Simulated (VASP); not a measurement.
Here is a VASP 6.6.1 calculation.

Contents of INCAR:

```
PREC = Accurate
ENCUT = 520
EDIFF = 1E-6
ISMEAR = 0
SIGMA = 0.15
LREAL = F
LASPH = T
NELM = 100
ALGO = Normal
ISIF = 2
LWAVE = F
LCHARG = F
GGA = CA
NBANDS = 8
```

File KPOINTS:

```
Automatic mesh
0
Gamma
  24 24 20
```

The input POSCAR:

```
Si
1.0
    2.4895156742      0.0000000000      0.0000000000
   -1.2447578371      2.1559838169      0.0000000000
    0.0000000000      0.0000000000      2.4046955302
Si
1
Direct
    0.0000000000      0.0000000000      0.0000000000
```

Potentials or basis: VASP PAW LDA potentials, release 64 (Si).

Launch:

```sh
$ cat potpaw_LDA.64/Si/POTCAR > POTCAR
$ mpirun -np 1 vasp_std > vasp.out
```

Problem. Estimate the pressure.

Solution. 18.3 GPa.

Problem. What does it give for the band gap on the k mesh?

Solution. Zero (bands 2 and 3 overlap by 12.44 eV).

Stress tensor (GPa, compression positive):
```
21.00  0.00  0.00
 0.00 21.00  0.00
 0.00  0.00 12.85
```

Caveat: the cell differs from its parent crystal (strain -0.050 along x and y, -0.025 along z); the cell stands under pressure.
